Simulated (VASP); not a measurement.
# Pt (P6_3/mmc) in VASP: a series of runs

Runs on Pt. Level: PBE. Tasks: relaxation of cell and atoms.

Program: VASP 6.6.1. These are calculated values, not measurements. Logs are shortened: lines on timing, memory, paths and dates and some standing lists are left out, and cuts for length are marked.

## Step 1: The cell of the first run

Symmetry: P6_3/mmc, No. 194, hexagonal system. Conventional cell: a = 2.826 Å, b = 2.826 Å, c = 4.578 Å, α = 90.00°, β = 90.00°, γ = 120.00°. Pt (site symmetry -6m2) has 12 Pt at 2.81 to 2.83 Å within 3.7 Å.

This isn't the form of Pt at room conditions, which is fcc.

## Step 2: Relaxation of cell and atoms, PBE, target pressure -2.9 GPa, at which the enthalpy is minimised

Contents of INCAR:

```
SYSTEM = Pt
ALGO = Normal
EDIFF = 1E-7
EDIFFG = -0.005
ENCUT = 600
GGA = PE
IBRION = 2
ISIF = 3
ISMEAR = -1
LASPH = .TRUE.
LCHARG = .FALSE.
LREAL = .FALSE.
LWAVE = .FALSE.
NELM = 60
NSW = 60
PREC = Accurate
PSTRESS = -29.0
SIGMA = 0.05
```

Contents of KPOINTS:

```
k-points
0
G
  16 16 9
  0 0 0
```

Contents of POSCAR:

```
Pt
1.0
    2.8260732032      0.0000000000      0.0000000000
   -1.4130366016      2.4474511869      0.0000000000
    0.0000000000      0.0000000000      4.5782385892
Pt
2
Direct
    0.3333333333      0.6666666667      0.2500000000
    0.6666666667      0.3333333333      0.7500000000
```

Potentials or basis: VASP PAW PBE potentials, release 64 (Pt).

On the command line:

```sh
$ cat potpaw_PBE.64/Pt/POTCAR > POTCAR
$ mpirun -np 1 vasp_std > vasp.out
```

OUTCAR:

```text
SYSTEM = Pt
   EDIFF = 1E-7
   EDIFFG = -0.005
   ENCUT = 600
   GGA = PE
   IBRION = 2
   ISIF = 3
   ISMEAR = -1
   LASPH = .TRUE.
   LREAL = .FALSE.
   NELM = 60
   NSW = 60
   PREC = Accurate
   PSTRESS = -29.0

 ion  position               nearest neighbor table
   1  0.333  0.667  0.250-   2 2.81   2 2.81   2 2.81   2 2.81   2 2.81   2 2.81
   2  0.667  0.333  0.750-   1 2.81   1 2.81   1 2.81   1 2.81   1 2.81   1 2.81

  LATTYP: Found a hexagonal cell.
 ALAT       =     2.8260732032
 C/A-ratio  =     1.6200000000

  Lattice vectors:

 A1 = (   2.8260732032,   0.0000000000,   0.0000000000)
 A2 = (  -1.4130366016,   2.4474511869,   0.0000000000)
 A3 = (   0.0000000000,   0.0000000000,   4.5782385892)

Analysis of symmetry for initial positions (statically):
=====================================================================
 Subroutine PRICEL returns:
 Original cell was already a primitive cell.

 Routine SETGRP: Setting up the symmetry group for a
 hexagonal supercell.

 Subroutine GETGRP returns: Found 24 space group operations
 (whereof 12 operations were pure point group operations)
 out of a pool of 24 trial point group operations.

The static configuration has the point symmetry D_3d.
 The point group associated with its full space group is D_6h.

Analysis of symmetry for dynamics (positions and initial velocities):
=====================================================================
 Subroutine PRICEL returns:
 Original cell was already a primitive cell.

 Routine SETGRP: Setting up the symmetry group for a
 hexagonal supercell.

 Subroutine GETGRP returns: Found 24 space group operations
 (whereof 12 operations were pure point group operations)
 out of a pool of 24 trial point group operations.

The dynamic configuration has the point symmetry D_3d.
 The point group associated with its full space group is D_6h.

 Subroutine INISYM returns: Found 24 space group operations
 (whereof 12 operations are pure point group operations),
 and found     1 'primitive' translations

----------------------------------------------------------------------------------------

                                     Primitive cell

  volume of cell :      31.6662

  direct lattice vectors                    reciprocal lattice vectors
     2.826073203  0.000000000  0.000000000     0.353847876  0.204294166  0.000000000
    -1.413036602  2.447451187  0.000000000     0.000000000  0.408588333  0.000000000
     0.000000000  0.000000000  4.578238589     0.000000000  0.000000000  0.218424615

  length of vectors
     2.826073203  2.826073203  4.578238589     0.408588333  0.408588333  0.218424615

  position of ions in fractional coordinates (direct lattice)
     0.333333333  0.666666667  0.250000000
     0.666666667  0.333333333  0.750000000

  ion indices of the primitive-cell ions
   primitive index   ion index
                 1           1
                 2           2

----------------------------------------------------------------------------------------

 KPOINTS: k-points

Automatic generation of k-mesh.
 Grid dimensions read from file:
 generate k-points for:   16   16    9

 Generating k-lattice:

  Cartesian coordinates                     Fractional coordinates (reciprocal lattice)
     0.022115492  0.012768385  0.000000000     0.062500000  0.000000000  0.000000000
     0.000000000  0.025536771  0.000000000     0.000000000  0.062500000  0.000000000
     0.000000000  0.000000000  0.024269402     0.000000000  0.000000000  0.111111111

  Length of vectors
     0.025536771  0.025536771  0.024269402

  Shift w.r.t. Gamma in fractional coordinates (k-lattice)
     0.000000000  0.000000000  0.000000000

 Subroutine IBZKPT returns following result:
 ===========================================

 Found    150 irreducible k-points:

 Following reciprocal coordinates:
            Coordinates               Weight
  0.000000  0.000000  0.000000      1.000000
  0.062500  0.000000  0.000000      6.000000
  0.125000  0.000000  0.000000      6.000000
  0.187500  0.000000  0.000000      6.000000
  0.250000  0.000000  0.000000      6.000000
  0.312500  0.000000  0.000000      6.000000
[... 16 lines left out ...]
  0.187500  0.187500  0.000000      6.000000
  0.250000  0.187500  0.000000     12.000000
 [... further k-points ...]
   k-points           NKPTS =    150   k-points in BZ     NKDIM =    150   number of bands    NBANDS=     14
   number of dos      NEDOS =    301   number of ions     NIONS =      2
   total plane-waves  NPLWV =  23040
   dimension x,y,z NGX =    24 NGY =   24 NGZ =   40
   dimension x,y,z NGXF=    48 NGYF=   48 NGZF=   80
   ions per type =               2
   NGX,Y,Z   is equivalent  to a cutoff of  14.12, 14.12, 14.52 a.u.
   NGXF,Y,Z  is equivalent  to a cutoff of  28.24, 28.24, 29.05 a.u.
 SYSTEM =  Pt
   PREC   = accura    normal or accurate (medium, high low for compatibility)
   ISTART =      0    job   : 0-new  1-cont  2-samecut
   ICHARG =      2    charge: 1-file 2-atom 10-const
   ISPIN  =      1    spin polarized calculation?
   LNONCOLLINEAR =      F non collinear calculations
   LSORBIT =      F    spin-orbit coupling
   LASPH  =      T    aspherical Exc in radial PAW
   ENCUT  =  600.0 eV  44.10 Ry    6.64 a.u.   5.64  5.64  9.14*2*pi/ulx,y,z
   NELM   =     60;   NELMIN=  2; NELMDL= -5     # of ELM steps
   EDIFF  = 0.1E-06   stopping-criterion for ELM
   LREAL  =      F    real-space projection
   EDIFFG = -.5E-02   stopping-criterion for IOM
   NSW    =     60    number of steps for IOM
   IBRION =      2    ionic relax: 0-MD 1-quasi-New 2-CG
   NFREE  =      1    steps in history (QN), initial steepest desc. (CG)
   ISIF   =      3    stress and relaxation
   ISYM   =      2    0-nonsym 1-usesym 2-fastsym
   POTIM  = 0.5000    time-step for ionic-motion
   TEBEG  =    0.0;   TEEND  =   0.0 temperature during run
   PSTRESS=  -29.0 pullay stress
   NELECT =      20.0000    total number of electrons
   NUPDOWN=      -1.0000    fix difference up-down
   EMIN   =  10.00;   EMAX   =-10.00  energy-range for DOS
   EFERMI =   0.00;   METHOD = LEGACY
   ISMEAR =    -1;   SIGMA  =   0.05  broadening in eV -4-tet -1-fermi 0-gaus
   EFERMI_NEDOS =   21; number of points for ismear=-14 and -15
   IALGO  =     38    algorithm
   IMIX   =      4    mixing-type and parameters
     AMIX     =   0.40;   BMIX     =  1.00
     AMIX_MAG =   1.60;   BMIX_MAG =  1.00
  volume/ion in A,a.u.               =      15.83       106.85
  Fermi-wavevector in a.u.,A,eV,Ry     =   1.404601  2.654310 26.842976  1.972903
  Thomas-Fermi vector in A             =   2.527146
   LORBIT       =      0    0 simple, 1 ext, 2 COOP (PROOUT), +10 PAW based schemes
   GGA     = PE    functional components
   LHFCALC =     F    Hartree Fock is set to
   AEXX    =    0.0000 exact exchange contribution
   IVDW    =     0    specifies the selected vdW correction
   LEPSILON=     F    determine dielectric tensor
   LRPA    =     F    only Hartree local field effects (RPA)
 conjugate gradient relaxation of ions
 non-spin polarized calculation
  energy-cutoff  :      600.00
  volume of cell :       31.67
 maximum number of plane-waves:      1093
 NGX is ok and might be reduce to    24
   NGX = 11   NGY = 11   NGZ = 19

--------------------------------------- Ionic step        1  -------------------------------------------

 number of electron      19.9999999 magnetization

 Free energy of the ion-electron system (eV)
  ---------------------------------------------------
  ext. energy  EPLUGINS =         0.00000000
  ---------------------------------------------------
  free energy    TOTEN  =       -12.05403299 eV

  energy without entropy =      -12.01602791  energy(sigma->0) =      -12.03503045

------------------------ aborting loop because EDIFF is reached ----------------------------------------

  FORCE on cell =-STRESS in cart. coord.  units (eV):
  Direction    XX          YY          ZZ          XY          YZ          ZX
  --------------------------------------------------------------------------------------
  -------------------------------------------------------------------------------------
  Total       -0.8704780     -0.8704780      0.7558017      0.0000000     -0.0000000      0.0000000
  in kB      -44.0425582    -44.0425582     38.2404129      0.0000000     -0.0000000      0.0000000
  external PRESSURE =      12.3850988 kB  Pullay stress =     -29.0000000 kB
[... 61 lines left out ...]
  enthalpy is  TOTEN    =       -12.6566354595 eV   P V=       -0.5830895753

--------------------------------------- Ionic step        3  -------------------------------------------

 number of electron      20.0000001 magnetization

 E-fermi :   9.9347     XC(G=0): -13.0641

 val. band max:        9.9278311170   @ k =   0.0625   0.0625   0.3333
 cond. band min:       9.9367295653   @ k =   0.3750   0.0625   0.2222
 fundamental gap:      0.0088984482
 Fermi energy:         9.9346960985

 k-point     1 :       0.0000    0.0000    0.0000
  band No.  band energies     occupation
      1       0.5076      2.00000
      2       3.1938      2.00000
      3       6.2832      2.00000
      4       6.6650      2.00000
      5       6.6650      2.00000
      6       7.0407      2.00000
      7       7.0407      2.00000
      8       8.0906      2.00000
      9       8.0906      2.00000
     10       9.4574      1.99986
     11       9.7049      1.98001
     12       9.7049      1.98001
     13      14.6803      0.00000
     14      24.9946      0.00000
[... 540 lines left out ...]
  enthalpy is  TOTEN    =       -12.6676534996 eV   P V=       -0.5767461017

--------------------------------------- Ionic step        7  -------------------------------------------

 number of electron      20.0000003 magnetization

 Free energy of the ion-electron system (eV)
  ---------------------------------------------------
  ext. energy  EPLUGINS =         0.00000000
  ---------------------------------------------------
  free energy    TOTEN  =       -12.09110787 eV

  energy without entropy =      -12.05935676  energy(sigma->0) =      -12.07523231

 E-fermi :  10.2255     XC(G=0): -13.1600

 val. band max:       10.2225689628   @ k =   0.3125   0.0000   0.0000
 cond. band min:      10.2308434187   @ k =   0.3750   0.0000   0.1111
 fundamental gap:      0.0082744559
 Fermi energy:        10.2254942616

 k-point     1 :       0.0000    0.0000    0.0000
  band No.  band energies     occupation
      1       0.6257      2.00000
      2       3.2742      2.00000
      3       6.3781      2.00000
      4       6.8571      2.00000
      5       6.8571      2.00000
      6       7.2217      2.00000
      7       7.2217      2.00000
      8       8.4255      2.00000
      9       8.4255      2.00000
     10       9.5801      2.00000
     11      10.0006      1.97800
     12      10.0006      1.97800
     13      14.9016      0.00000
     14      25.3390      0.00000
[... 420 lines left out ...]
  FREE ENERGIE OF THE ION-ELECTRON SYSTEM (eV)
  ---------------------------------------------------
  free  energy   TOTEN  =       -12.0911078666 eV

  energy  without entropy=      -12.0593567619  energy(sigma->0) =      -12.07523231

  enthalpy is  TOTEN    =       -12.6676604806 eV   P V=       -0.5765526140

 reached required accuracy - stopping structural energy minimisation
```

Run time: 6.3 min. Hardware: 1 thread of Intel Xeon 8259CL, shared host; peak memory 0.22 GiB.

What came out:

```yaml
Free_energy: -12.0911 eV
Relaxed_volume: 15.93 Å³/atom
Relaxed_cell: a = 2.771 Å, b = 2.771 Å, c = 4.790 Å, α = 90.00°, β = 90.00°, γ = 120.00°
Space_group_after_relaxing_to_0.1_Å: P6_3/mmc (No. 194)
Energy_change_on_relaxing_the_run_minimises_the_enthalpy: -18.5 meV/atom
Ionic_steps: 7
Pressure_after_relaxing: -2.9 GPa
Band_gap_on_the_k_mesh: zero (bands 10 and 11 overlap by 1.22 eV)
```

Step by step:
| step | energy change (eV) | largest force (eV/Å) | pressure (GPa) | volume (Å³) |
| --- | --- | --- | --- | --- |
| 1 | 0.0000 | 0.0000 | -1.66 | 31.67 |
| 2 | -0.0195 | 0.0000 | -5.74 | 32.21 |
| 3 | -0.0184 | 0.0000 | -6.71 | 32.38 |
| 4 | -0.0366 | 0.0000 | -1.75 | 31.74 |
| 5 | -0.0350 | 0.0000 | -3.49 | 31.95 |
| 6 | -0.0369 | 0.0000 | -2.99 | 31.86 |
| 7 | -0.0371 | 0.0000 | -2.94 | 31.85 |

Final structure:
```xyz
2
Lattice="2.7711 0.0000 0.0000 -1.3855 2.3998 0.0000 0.0000 0.0000 4.7899" Properties=species:S:1:pos:R:3 pbc="T T T"
Pt    0.0000    1.5999    1.1975
Pt    1.3855    0.7999    3.5924
```

Levels at points of the mesh, in eV from the Fermi level:
| k point | band 7 | band 8 | band 9 | band 10 | band 11 | band 12 | band 13 | band 14 |
| --- | --- | --- | --- | --- | --- | --- | --- | --- |
| (0.00, 0.00, 0.00) | -3.00 | -1.80 | -1.80 | -0.65 | -0.22 | -0.22 | 4.68 | 15.11 |
| (0.50, 0.00, 0.00) | -2.55 | 0.01 | 0.26 | 0.46 | 2.24 | 3.70 | 7.24 | 8.82 |

Caveat: the cell is relaxed towards a set pressure, so the run minimises the enthalpy, not the energy; spin-orbit coupling is left out, which moves the levels of the heavy elements.

[end of part 1 of 2]
